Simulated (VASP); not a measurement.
Set up this calculation in VASP 6.6.1, as the native input.

| Quantity | Value |
| --- | --- |
| Task | single point |
| Functional | LDA |
| Potentials or basis | VASP PAW LDA potentials, release 64 (Ti_sv, O) |
| Cutoff | 520 eV |
| k mesh | 13 × 13 × 13 |
| Occupations | fermi-dirac, width 0.08 eV |
| Spin | no spin polarisation |
| Dipole correction | no |
| Further INCAR settings | ALGO = Normal; EDIFF = 1e-06; NBANDS = 33 |

The structure of TiO2 lies in POSCAR:

```
TiO2
1.0
   -1.8546500000      1.8546500000      4.7570000000
    1.8546500000     -1.8546500000      4.7570000000
    1.8546500000      1.8546500000     -4.7570000000
Ti O
2 4
Direct
    0.0000000000      0.0000000000      0.0000000000
    0.7500000000      0.2500000000      0.5000000000
    0.2066000000      0.2066000000      0.0000000000
    0.9566000000      0.4566000000      0.5000000000
    0.5434000000      0.0434000000      0.5000000000
    0.7934000000      0.7934000000      0.0000000000
```

This cell differs from its parent crystal: equal xx and yy strain of -2 %.

These files were run (other wordings do the same):

INCAR

```
SYSTEM = TiO2
ALGO = Normal ; EDIFF = 1E-6
ENCUT = 520 ; GGA = CA
ISIF = 2 ; ISMEAR = -1
LASPH = .True. ; LCHARG = .False.
LREAL = .False. ; LWAVE = .False.
NBANDS = 33 ; NELM = 60
PREC = Accurate ; SIGMA = 0.08
```

KPOINTS

```
k-points
0
Gamma
  13 13 13
  0 0 0
```

Potentials or basis: VASP PAW LDA potentials, release 64 (Ti_sv, O).

The run is started by

```bash
$ cat potpaw_LDA.64/Ti_sv/POTCAR potpaw_LDA.64/O/POTCAR > POTCAR
$ mpirun -np 1 vasp_std > vasp.out
```

Results of the run:

| Property | Result |
| --- | --- |
| Pressure | 4.5 GPa |
| Largest force | 0.107 eV/Å |
| Band gap on the k mesh | 2.15 eV (least direct gap 2.47 eV) |

Caveat: the cell differs from its parent crystal (equal xx and yy strain of -2 %); the cell stands under pressure; an odd mesh through Γ misses points on the zone boundary, where band edges can lie.

It took 7.7 min on 1 thread of Intel(R) Xeon(R) 6975P-C (Granite Rapids), with other jobs on the host, peak memory 0.44 GiB.
